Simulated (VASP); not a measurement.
Write the native input for VASP 6.6.1 that does the following.

```yaml
Task: single point
Functional: BLYP
Dispersion: D4
Potentials_or_basis: VASP PAW PBE potentials, release 64 (Ti_sv)
Cutoff: 520 eV
k_mesh: 11 × 11 × 11
Occupations: fermi-dirac, width 0.05 eV
Spin: no spin polarisation
Dipole_correction: no
Further_INCAR_settings: ALGO = Normal; EDIFF = 1e-06; NBANDS = 12
```

The structure of Ti lies in POSCAR:

```
Ti
1.0
   -1.6205066342      1.6205066342      1.6205066342
    1.6205066342     -1.6205066342      1.6205066342
    1.6205066342      1.6205066342     -1.6205066342
Ti
1
Direct
    0.0000000000      0.0000000000      0.0000000000
```

The input as run:

INCAR

```
PREC = Accurate
ENCUT = 520
EDIFF = 1E-6
ISMEAR = -1
SIGMA = 0.05
LREAL = False
LASPH = True
NELM = 100
ALGO = Normal
ISIF = 2
LWAVE = False
LCHARG = False
GGA = B5
ALDAX = 1.0
AGGAX = 1.0
AGGAC = 1.0
ALDAC = 0.0
IVDW = 13
VDW_S6 = 1.0
VDW_S8 = 2.34076671
VDW_A1 = 0.44488865
VDW_A2 = 4.0933009
NBANDS = 12
```

KPOINTS

```
Automatic mesh
0
Gamma
  11 11 11
```

Potentials or basis: VASP PAW PBE potentials, release 64 (Ti_sv).

Launch:

```sh
$ cat potpaw_PBE.64/Ti_sv/POTCAR > POTCAR
$ mpirun -np 1 vasp_std > vasp.out
```

It gave:

```
Pressure                   : 0.0 GPa
Band gap on the k mesh     : zero (band 6 reaches 9.73 eV, above the bottom of band 7 at 8.15 eV)
Dispersion energy per atom : -0.383 eV
```

Caveat: the PAW data sets were made with another functional, which shifts forces and pressure a little; pairwise dispersion overbinds metals, which lowers pressure and volume.

It took 37 s on 1 thread of AMD EPYC 7R13 (shared host), peak memory 0.11 GiB.
